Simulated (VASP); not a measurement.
# Ru (Fd-3m) in VASP: further runs

Runs on Ru. Level: PBE. Tasks: single point.

Program: VASP 6.6.1. These are calculated values, not measurements. Logs are shortened: lines on timing, memory, paths and dates and some standing lists are left out, and cuts for length are marked.

## (1) The cell of the first run

It takes space group Fd-3m (No. 227, cubic). The conventional cell has a = 5.456 Å, b = 5.456 Å, c = 5.456 Å, α = 90.00°, β = 90.00°, γ = 90.00°. Within 3.1 Å of Ru (site symmetry -43m) lie 4 Ru at 2.36 Å.

## (2) Single point, PBE

Contents of INCAR:

```
ALGO = Normal
EDIFF = 1E-7
ENCUT = 520
GGA = PE
ISIF = 2
ISMEAR = -1
LASPH = True
LCHARG = True
LELF = True
LREAL = False
LVHAR = True
LWAVE = False
NBANDS = 21
NELM = 60
PREC = Accurate
SIGMA = 0.06122561905347299
```

Contents of KPOINTS:

```
k-points
0
Gamma
  17 17 17
```

Contents of POSCAR:

```
Ru
1.0
    0.0000000000      2.7282381616      2.7282381616
    2.7282381616      0.0000000000      2.7282381616
    2.7282381616      2.7282381616      0.0000000000
Ru
2
Direct
    0.0000000000      0.0000000000      0.0000000000
    0.2500000000      0.2500000000      0.2500000000
```

Potentials or basis: VASP PAW PBE potentials, release 64 (Ru_pv).

The run is started by

```console
cat potpaw_PBE.64/Ru_pv/POTCAR > POTCAR
mpirun -np 1 vasp_std > vasp.out
```

OUTCAR:

```text
EDIFF = 1E-7
   ENCUT = 520
   GGA = PE
   ISIF = 2
   ISMEAR = -1
   LASPH = True
   LREAL = False
   NELM = 60
   PREC = Accurate

 ion  position               nearest neighbor table
   1  0.000  0.000  0.000-   2 2.36   2 2.36   2 2.36   2 2.36
   2  0.250  0.250  0.250-   1 2.36   1 2.36   1 2.36   1 2.36

  LATTYP: Found a face centered cubic cell.
 ALAT       =     5.4564763232

  Lattice vectors:

 A1 = (   0.0000000000,   2.7282381616,   2.7282381616)
 A2 = (   2.7282381616,   0.0000000000,   2.7282381616)
 A3 = (   2.7282381616,   2.7282381616,   0.0000000000)

Analysis of symmetry for initial positions (statically):
=====================================================================
 Subroutine PRICEL returns:
 Original cell was already a primitive cell.

 Routine SETGRP: Setting up the symmetry group for a
 face centered cubic supercell.

 Subroutine GETGRP returns: Found 48 space group operations
 (whereof 24 operations were pure point group operations)
 out of a pool of 48 trial point group operations.

The static configuration has the point symmetry T_d .
 The point group associated with its full space group is O_h .

Analysis of symmetry for dynamics (positions and initial velocities):
=====================================================================
 Subroutine PRICEL returns:
 Original cell was already a primitive cell.

 Routine SETGRP: Setting up the symmetry group for a
 face centered cubic supercell.

 Subroutine GETGRP returns: Found 48 space group operations
 (whereof 24 operations were pure point group operations)
 out of a pool of 48 trial point group operations.

The dynamic configuration has the point symmetry T_d .
 The point group associated with its full space group is O_h .

 Subroutine INISYM returns: Found 48 space group operations
 (whereof 24 operations are pure point group operations),
 and found     1 'primitive' translations

----------------------------------------------------------------------------------------

                                     Primitive cell

  volume of cell :      40.6141

  direct lattice vectors                    reciprocal lattice vectors
     0.000000000  2.728238162  2.728238162    -0.183268458  0.183268458  0.183268458
     2.728238162  0.000000000  2.728238162     0.183268458 -0.183268458  0.183268458
     2.728238162  2.728238162  0.000000000     0.183268458  0.183268458 -0.183268458

  length of vectors
     3.858311410  3.858311410  3.858311410     0.317430280  0.317430280  0.317430280

  position of ions in fractional coordinates (direct lattice)
     0.000000000  0.000000000  0.000000000
     0.250000000  0.250000000  0.250000000

  ion indices of the primitive-cell ions
   primitive index   ion index
                 1           1
                 2           2

----------------------------------------------------------------------------------------

 KPOINTS: k-points

Automatic generation of k-mesh.
 Grid dimensions read from file:
 generate k-points for:   17   17   17

 Generating k-lattice:

  Cartesian coordinates                     Fractional coordinates (reciprocal lattice)
    -0.010780498  0.010780498  0.010780498     0.058823529  0.000000000  0.000000000
     0.010780498 -0.010780498  0.010780498     0.000000000  0.058823529  0.000000000
     0.010780498  0.010780498 -0.010780498     0.000000000  0.000000000  0.058823529

  Length of vectors
     0.018672369  0.018672369  0.018672369

  Shift w.r.t. Gamma in fractional coordinates (k-lattice)
     0.000000000  0.000000000  0.000000000

 Subroutine IBZKPT returns following result:
 ===========================================

 Found    165 irreducible k-points:

 Following reciprocal coordinates:
            Coordinates               Weight
  0.000000  0.000000  0.000000      1.000000
  0.058824  0.000000  0.000000      8.000000
  0.117647  0.000000  0.000000      8.000000
  0.176471  0.000000  0.000000      8.000000
  0.235294  0.000000  0.000000      8.000000
  0.294118  0.000000  0.000000      8.000000
[... 16 lines left out ...]
 -0.176471  0.058824  0.000000     24.000000
 -0.117647  0.058824  0.000000     24.000000
 [... further k-points ...]
   k-points           NKPTS =    165   k-points in BZ     NKDIM =    165   number of bands    NBANDS=     21
   number of dos      NEDOS =    301   number of ions     NIONS =      2
   total plane-waves  NPLWV =  27000
   dimension x,y,z NGX =    30 NGY =   30 NGZ =   30
   dimension x,y,z NGXF=    60 NGYF=   60 NGZF=   60
   ions per type =               2
   NGX,Y,Z   is equivalent  to a cutoff of  12.93, 12.93, 12.93 a.u.
   NGXF,Y,Z  is equivalent  to a cutoff of  25.85, 25.85, 25.85 a.u.
 SYSTEM =  unknown system
   PREC   = accura    normal or accurate (medium, high low for compatibility)
   ISTART =      0    job   : 0-new  1-cont  2-samecut
   ICHARG =      2    charge: 1-file 2-atom 10-const
   ISPIN  =      1    spin polarized calculation?
   LNONCOLLINEAR =      F non collinear calculations
   LSORBIT =      F    spin-orbit coupling
   LASPH  =      T    aspherical Exc in radial PAW
   ENCUT  =  520.0 eV  38.22 Ry    6.18 a.u.   7.17  7.17  7.17*2*pi/ulx,y,z
   NELM   =     60;   NELMIN=  2; NELMDL= -5     # of ELM steps
   EDIFF  = 0.1E-06   stopping-criterion for ELM
   LREAL  =      F    real-space projection
   EDIFFG = 0.1E-05   stopping-criterion for IOM
   NSW    =      0    number of steps for IOM
   IBRION =     -1    ionic relax: 0-MD 1-quasi-New 2-CG
   NFREE  =      0    steps in history (QN), initial steepest desc. (CG)
   ISIF   =      2    stress and relaxation
   ISYM   =      2    0-nonsym 1-usesym 2-fastsym
   POTIM  = 0.5000    time-step for ionic-motion
   TEBEG  =    0.0;   TEEND  =   0.0 temperature during run
   PSTRESS=    0.0 pullay stress
   NELECT =      28.0000    total number of electrons
   NUPDOWN=      -1.0000    fix difference up-down
   EMIN   =  10.00;   EMAX   =-10.00  energy-range for DOS
   EFERMI =   0.00;   METHOD = LEGACY
   ISMEAR =    -1;   SIGMA  =   0.06  broadening in eV -4-tet -1-fermi 0-gaus
   EFERMI_NEDOS =   21; number of points for ismear=-14 and -15
   IALGO  =     38    algorithm
   IMIX   =      4    mixing-type and parameters
     AMIX     =   0.40;   BMIX     =  1.00
     AMIX_MAG =   1.60;   BMIX_MAG =  1.00
  volume/ion in A,a.u.               =      20.31       137.04
  Fermi-wavevector in a.u.,A,eV,Ry     =   1.446223  2.732965 28.457410  2.091561
  Thomas-Fermi vector in A             =   2.564316
   LORBIT       =      0    0 simple, 1 ext, 2 COOP (PROOUT), +10 PAW based schemes
   GGA     = PE    functional components
[... 5 lines left out ...]
 non-spin polarized calculation
  energy-cutoff  :      520.00
  volume of cell :       40.61
 maximum number of plane-waves:      1113
 NGX is ok and might be reduce to    30
   NGX = 15   NGY = 15   NGZ = 15

 number of electron      28.0000003 magnetization

 Free energy of the ion-electron system (eV)
  ---------------------------------------------------
  ext. energy  EPLUGINS =         0.00000000
  ---------------------------------------------------
  free energy    TOTEN  =       -16.10303412 eV

  energy without entropy =      -16.07963588  energy(sigma->0) =      -16.09133500

 E-fermi :   7.0054     XC(G=0): -11.3289

 val. band max:        7.0003154117   @ k =  -0.1176   0.1765   0.0588
 cond. band min:       7.0064751548   @ k =   0.3529   0.0588   0.0000
 fundamental gap:      0.0061597431
 Fermi energy:         7.0054450251

 k-point     1 :       0.0000    0.0000    0.0000
  band No.  band energies     occupation
      1     -36.1226      2.00000
      2     -36.1226      2.00000
      3     -36.1226      2.00000
      4     -35.2513      2.00000
      5     -35.2513      2.00000
      6     -35.2513      2.00000
[... 13 lines left out ...]
     20      19.5826      0.00000
     21      20.0528      0.00000

 k-point     2 :       0.0588    0.0000    0.0000
  band No.  band energies     occupation
      1     -36.1262      2.00000
      2     -36.1262      2.00000
      3     -36.1220      2.00000
      4     -35.2523      2.00000
      5     -35.2476      2.00000
      6     -35.2476      2.00000
[... 13 lines left out ...]
     20      18.8684      0.00000
     21      19.9788      0.00000

 k-point     3 :       0.1176    0.0000    0.0000
  band No.  band energies     occupation
      1     -36.1363      2.00000
      2     -36.1363      2.00000
      3     -36.1202      2.00000
      4     -35.2550      2.00000
      5     -35.2370      2.00000
      6     -35.2370      2.00000
[... 13 lines left out ...]
     20      17.9277      0.00000
     21      19.1691      0.00000

 k-point     4 :       0.1765    0.0000    0.0000
  band No.  band energies     occupation
      1     -36.1511      2.00000
      2     -36.1511      2.00000
      3     -36.1176      2.00000
      4     -35.2589      2.00000
      5     -35.2214      2.00000
      6     -35.2214      2.00000
[... 13 lines left out ...]
     20      17.9251      0.00000
     21      18.5237      0.00000

 k-point     5 :       0.2353    0.0000    0.0000
  band No.  band energies     occupation
      1     -36.1683      2.00000
      2     -36.1683      2.00000
      3     -36.1146      2.00000
      4     -35.2634      2.00000
      5     -35.2032      2.00000
      6     -35.2032      2.00000
[... 13 lines left out ...]
     20      17.9248      0.00000
     21      18.0857      0.00000

 k-point     6 :       0.2941    0.0000    0.0000
  band No.  band energies     occupation
      1     -36.1854      2.00000
      2     -36.1854      2.00000
      3     -36.1117      2.00000
      4     -35.2678      2.00000
      5     -35.1851      2.00000
      6     -35.1851      2.00000
[... 13 lines left out ...]
     20      17.9248      0.00000
     21      17.9295      0.00000

 k-point     7 :       0.3529    0.0000    0.0000
  band No.  band energies     occupation
      1     -36.2004      2.00000
      2     -36.2004      2.00000
      3     -36.1093      2.00000
      4     -35.2716      2.00000
      5     -35.1693      2.00000
      6     -35.1693      2.00000
[... 13 lines left out ...]
     20      17.8980      0.00000
     21      17.8980      0.00000
[... 291 lines left out ...]
      1     -36.2247      2.00000
      2     -36.2025      2.00000
      3     -36.0887      2.00000
      4     -35.2915      2.00000
      5     -35.1669      2.00000
      6     -35.1457      2.00000
[... 13 lines left out ...]
     20      17.6492      0.00000
     21      17.9255      0.00000

 k-point    21 :      -0.2941    0.0588    0.0000
  band No.  band energies     occupation
      1     -36.2113      2.00000
      2     -36.1873      2.00000
      3     -36.0935      2.00000
      4     -35.2857      2.00000
      5     -35.1830      2.00000
      6     -35.1595      2.00000
[... 13 lines left out ...]
     20      17.8466      0.00000
     21      17.9293      0.00000

 k-point    22 :      -0.2353    0.0588    0.0000
  band No.  band energies     occupation
      1     -36.1939      2.00000
      2     -36.1700      2.00000
      3     -36.0993      2.00000
      4     -35.2788      2.00000
      5     -35.2013      2.00000
      6     -35.1775      2.00000
[... 13 lines left out ...]
     20      17.9243      0.00000
     21      17.9251      0.00000

 k-point    23 :      -0.1765    0.0588    0.0000
  band No.  band energies     occupation
      1     -36.1745      2.00000
      2     -36.1529      2.00000
      3     -36.1056      2.00000
      4     -35.2714      2.00000
      5     -35.2194      2.00000
      6     -35.1976      2.00000
[... 13 lines left out ...]
     20      17.9249      0.00000
     21      17.9290      0.00000

 k-point    24 :      -0.1176    0.0588    0.0000
  band No.  band energies     occupation
      1     -36.1551      2.00000
      2     -36.1385      2.00000
      3     -36.1117      2.00000
      4     -35.2641      2.00000
      5     -35.2346      2.00000
      6     -35.2176      2.00000
[... 13 lines left out ...]
     20      17.9255      0.00000
     21      18.2897      0.00000

 [... further k-points ...]
[... 5 lines left out ...]
  --------------------------------------------------------------------------------------
  -------------------------------------------------------------------------------------
  Total        0.0245301      0.0245301      0.0245301     -0.0000000      0.0000000      0.0000000
  in kB        0.9676823      0.9676823      0.9676823     -0.0000000      0.0000000      0.0000000
  external PRESSURE =       0.9676823 kB  Pullay stress =       0.0000000 kB

 VOLUME and BASIS-vectors are now :
 -----------------------------------------------------------------------------
  energy-cutoff  :      520.00
  volume of cell :       40.61
      direct lattice vectors                 reciprocal lattice vectors
     0.000000000  2.728238162  2.728238162    -0.183268458  0.183268458  0.183268458
     2.728238162  0.000000000  2.728238162     0.183268458 -0.183268458  0.183268458
     2.728238162  2.728238162  0.000000000     0.183268458  0.183268458 -0.183268458

 POSITION                                       TOTAL-FORCE (eV/Angst)
 -----------------------------------------------------------------------------------
      0.00000      0.00000      0.00000         0.000000      0.000000      0.000000
      1.36412      1.36412      1.36412        -0.000000     -0.000000     -0.000000
 -----------------------------------------------------------------------------------
    total drift:                                0.000000     -0.000000      0.000000

  FREE ENERGIE OF THE ION-ELECTRON SYSTEM (eV)
  ---------------------------------------------------
  free  energy   TOTEN  =       -16.1030341189 eV

  energy  without entropy=      -16.0796358825  energy(sigma->0) =      -16.09133500
```

Wall time 2 min (1 thread of Intel Xeon Platinum 8375C at 2.90GHz (Ice Lake), shared host); peak memory 0.25 GiB.

What came out:

```yaml
Free_energy: -16.1030 eV
Pressure: 0.1 GPa
Band_gap_on_the_k_mesh: zero (band 14 reaches 7.48 eV, above the bottom of band 15 at 6.51 eV)
```

## (3) Single point, PBE

Contents of INCAR:

```
SYSTEM = Ru
ALGO = Normal
EDIFF = 1E-7
ENCUT = 520
GGA = PE
ISIF = 2
ISMEAR = -1
LASPH = .TRUE.
LCHARG = .TRUE.
LELF = .TRUE.
LREAL = .FALSE.
LVHAR = .TRUE.
LWAVE = .FALSE.
NBANDS = 21
NELM = 80
PREC = Accurate
SIGMA = 0.06122561905347299
```

Contents of KPOINTS:

```
k-points
0
G
  17 17 17
  0 0 0
```

POSCAR is that of step 2.

Potentials or basis: VASP PAW PBE potentials, release 64 (Ru_pv).

The run is started by

```console
cat potpaw_PBE.64/Ru_pv/POTCAR > POTCAR
mpirun -np 1 vasp_std > vasp.out
```

OUTCAR:

```text
SYSTEM = Ru
   EDIFF = 1E-7
   ENCUT = 520
   GGA = PE
   ISIF = 2
   ISMEAR = -1
   LASPH = .TRUE.
   LREAL = .FALSE.
   NELM = 80
   PREC = Accurate

 ion  position               nearest neighbor table
   1  0.000  0.000  0.000-   2 2.36   2 2.36   2 2.36   2 2.36
   2  0.250  0.250  0.250-   1 2.36   1 2.36   1 2.36   1 2.36

  LATTYP: Found a face centered cubic cell.
 ALAT       =     5.4564763232

  Lattice vectors:

 A1 = (   0.0000000000,   2.7282381616,   2.7282381616)
 A2 = (   2.7282381616,   0.0000000000,   2.7282381616)
 A3 = (   2.7282381616,   2.7282381616,   0.0000000000)

Analysis of symmetry for initial positions (statically):
=====================================================================
 Subroutine PRICEL returns:
 Original cell was already a primitive cell.

 Routine SETGRP: Setting up the symmetry group for a
 face centered cubic supercell.

 Subroutine GETGRP returns: Found 48 space group operations
 (whereof 24 operations were pure point group operations)
 out of a pool of 48 trial point group operations.

The static configuration has the point symmetry T_d .
 The point group associated with its full space group is O_h .

[... 153 lines left out ...]
 Free energy of the ion-electron system (eV)
  ---------------------------------------------------
  ext. energy  EPLUGINS =         0.00000000
  ---------------------------------------------------
  free energy    TOTEN  =       -16.10303412 eV

  energy without entropy =      -16.07963588  energy(sigma->0) =      -16.09133500

 E-fermi :   7.0054     XC(G=0): -11.3289

 val. band max:        7.0003154117   @ k =  -0.1176   0.1765   0.0588
 cond. band min:       7.0064751548   @ k =   0.3529   0.0588   0.0000
 fundamental gap:      0.0061597431
 Fermi energy:         7.0054450251

 k-point     1 :       0.0000    0.0000    0.0000
  band No.  band energies     occupation
      1     -36.1226      2.00000
      2     -36.1226      2.00000
      3     -36.1226      2.00000
      4     -35.2513      2.00000
      5     -35.2513      2.00000
      6     -35.2513      2.00000
[... 565 lines left out ...]
     20      17.9255      0.00000
     21      18.2897      0.00000

 [... further k-points ...]
[... 5 lines left out ...]
  --------------------------------------------------------------------------------------
  -------------------------------------------------------------------------------------
  Total        0.0245301      0.0245301      0.0245301     -0.0000000      0.0000000      0.0000000
  in kB        0.9676823      0.9676823      0.9676823     -0.0000000      0.0000000      0.0000000
  external PRESSURE =       0.9676823 kB  Pullay stress =       0.0000000 kB

 VOLUME and BASIS-vectors are now :
 -----------------------------------------------------------------------------
  energy-cutoff  :      520.00
  volume of cell :       40.61
      direct lattice vectors                 reciprocal lattice vectors
     0.000000000  2.728238162  2.728238162    -0.183268458  0.183268458  0.183268458
     2.728238162  0.000000000  2.728238162     0.183268458 -0.183268458  0.183268458
     2.728238162  2.728238162  0.000000000     0.183268458  0.183268458 -0.183268458

 POSITION                                       TOTAL-FORCE (eV/Angst)
 -----------------------------------------------------------------------------------
      0.00000      0.00000      0.00000         0.000000      0.000000      0.000000
      1.36412      1.36412      1.36412        -0.000000     -0.000000     -0.000000
 -----------------------------------------------------------------------------------
    total drift:                                0.000000     -0.000000      0.000000

  FREE ENERGIE OF THE ION-ELECTRON SYSTEM (eV)
  ---------------------------------------------------
  free  energy   TOTEN  =       -16.1030341189 eV

  energy  without entropy=      -16.0796358825  energy(sigma->0) =      -16.09133500
```

stdout:

```text
POSCAR found type information on POSCAR Ru
 POSCAR found :  1 types and       2 ions
 scaLAPACK will be used
 LDA part: xc-table for (Slater+PW92), standard interpolation
 POSCAR, INCAR and KPOINTS ok, starting setup
 FFT: planning ... GRIDC
 FFT: planning ... GRID_SOFT
 FFT: planning ... GRID
 WAVECAR not read
 entering main loop
```

Wall time 2.1 min (1 thread of Intel Xeon Platinum 8375C at 2.90GHz (Ice Lake), shared host); peak memory 0.24 GiB.

What came out:

```
Free energy            : -16.1030 eV
Pressure               : 0.1 GPa
Band gap on the k mesh : zero (band 14 reaches 7.48 eV, above the bottom of band 15 at 6.51 eV)
```
